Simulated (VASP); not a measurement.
Set up this calculation in VASP 6.6.1, as the native input.

| Item | Value |
| --- | --- |
| Task | single point |
| Functional | PBEsol |
| Potentials or basis | VASP PAW PBE potentials, release 64 (Zn, O) |
| Cutoff | 520 eV |
| k mesh | 9 × 9 × 6 |
| Occupations | gaussian, width 0.02 eV |
| Spin | no spin polarisation |
| Dipole correction | no |
| Further INCAR settings | ALGO = Normal; EDIFF = 1e-06; NBANDS = 26 |

The structure of ZnO (sol) lies in POSCAR:

```
ZnO
1.0
    3.2309721189      0.0000000000      0.0000000000
   -1.6154860595      2.7981039339      0.0000000000
    0.0000000000      0.0000000000      5.2154103147
Zn O
2 2
Direct
    0.3333333333      0.6666666667      0.0020260002
    0.6666666667      0.3333333333      0.5020260002
    0.3333333333      0.6666666667      0.3809739998
    0.6666666667      0.3333333333      0.8809739998
```

One way to write it, as run:

INCAR

```
  ALGO = Normal
  EDIFF = 1E-6
  ENCUT = 520
  GGA = PS
  ISIF = 2
  ISMEAR = 0
  LASPH = T
  LCHARG = F
  LREAL = F
  LWAVE = F
  NBANDS = 26
  NELM = 60
  PREC = Accurate
  SIGMA = 0.02
```

KPOINTS

```
k-points
0
Gamma
  9 9 6
```

Potentials or basis: VASP PAW PBE potentials, release 64 (Zn, O).

Command:

```console
$ cat potpaw_PBE.64/Zn/POTCAR potpaw_PBE.64/O/POTCAR > POTCAR
$ mpirun -np 1 vasp_std > vasp.out
```

It gave:

* Pressure: 0.6 GPa
* Band gap on the k mesh: 0.69 eV, direct

Caveat: the PAW data sets were made with another functional, which shifts forces and pressure a little.

It took 35 s on 1 thread of Intel Xeon 6975P-C, on a shared host, peak memory 0.19 GiB.
